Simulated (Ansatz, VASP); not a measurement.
TaN: VASP beside Ansatz

```
Ta N
1.0
     1.70504   -2.14251    0.00000
     1.70504    2.14251    0.00000
    -0.64736    0.00000    4.51170
Ta N
1 1
Direct
  0.00000 0.00000 0.50000
  0.50000 0.50000 0.50000
```

Alike in both runs: task single point; functional PBE; k mesh 6 × 6 × 4; occupations gaussian, width 0.1 eV; collinear spin.

|  | VASP | Ansatz |
| --- | --- | --- |
| version | VASP 6.6.1 | Ansatz 0.2.0 |
| potentials or method | VASP PAW PBE potentials, release 64 (Ta_pv, N), cutoff 520 eV | scalar-relativistic, plane waves, PAW |
| valence electrons in the cell | 16 | 18 |

```csv
,VASP,Ansatz,Ansatz less VASP
gap on the k mesh at the Fermi level (eV),none,none,-
net moment per atom (μB),0.00,0.00,0.000
```

A gap of «none» marks a metal or a gap that the smearing closes. VASP's potentials hold 16 valence electrons a cell and Ansatz's 18, so a difference there can come from the potentials and not from the codes. Ansatz's warnings: seeded moment not kept.

The k mesh is coarse, so the values compare programs but aren't converged. Neither program's run includes spin-orbit coupling.
